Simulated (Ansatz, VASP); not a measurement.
TiC: VASP beside Ansatz

File INCAR:

```
SYSTEM = TiC
PREC = Accurate ; ENCUT = 600
EDIFF = 1E-6 ; ISMEAR = -1
SIGMA = 0.15 ; LREAL = .False.
LASPH = .True. ; NELM = 120
ALGO = Normal ; ISIF = 2
LWAVE = .False. ; LCHARG = .False.
GGA = PE ; NBANDS = 15
GGA_COMPAT = .False.
```

File KPOINTS:

```
Automatic mesh
0
Gamma
  9 9 9
  0 0 0
```

POSCAR

```
TiC
1.0
    0.0000000000      2.1593000000      2.1593000000
    2.1593000000      0.0000000000      2.1593000000
    2.1593000000      2.1593000000      0.0000000000
Ti C
1 1
Direct
    0.0000000000      0.0000000000      0.0000000000
    0.5000000000      0.5000000000      0.5000000000
```

Input for Ansatz:

```yaml
crystal:
  lattice:
    - [0.0, 2.1593, 2.1593]
    - [2.1593, 0.0, 2.1593]
    - [2.1593, 2.1593, 0.0]
  atoms:
    - { symbol: Ti, position: [0.0, 0.0, 0.0] }
    - { symbol: C, position: [0.5, 0.5, 0.5] }
basis:
  ecutwfc: 550.0
kpoints:
  mp_grid:
    grid: [9, 9, 9]
hamiltonian:
  xc: pbe
  pseudopotentials:
    kind: paw
scf:
  occupations:
    method: fermi_dirac
    width: 0.15
output:
  stress: true
```

Alike in both runs: task single point; functional PBE; k mesh 9 × 9 × 9; occupations fermi-dirac, width 0.15 eV; no spin polarisation.

|  | VASP | Ansatz |
| --- | --- | --- |
| version | VASP 6.6.1 | Ansatz 0.2.0 |
| potentials or method | VASP PAW PBE potentials, release 64 (Ti_sv, C), cutoff 600 eV | plane waves, PAW |
| valence electrons in the cell | 16 | 16 |

```tsv
	VASP	Ansatz	Ansatz less VASP
pressure (GPa)	2.7	2.6	-0.14
```

The functional is the same, so the differences come from potentials, cutoffs and numerics.
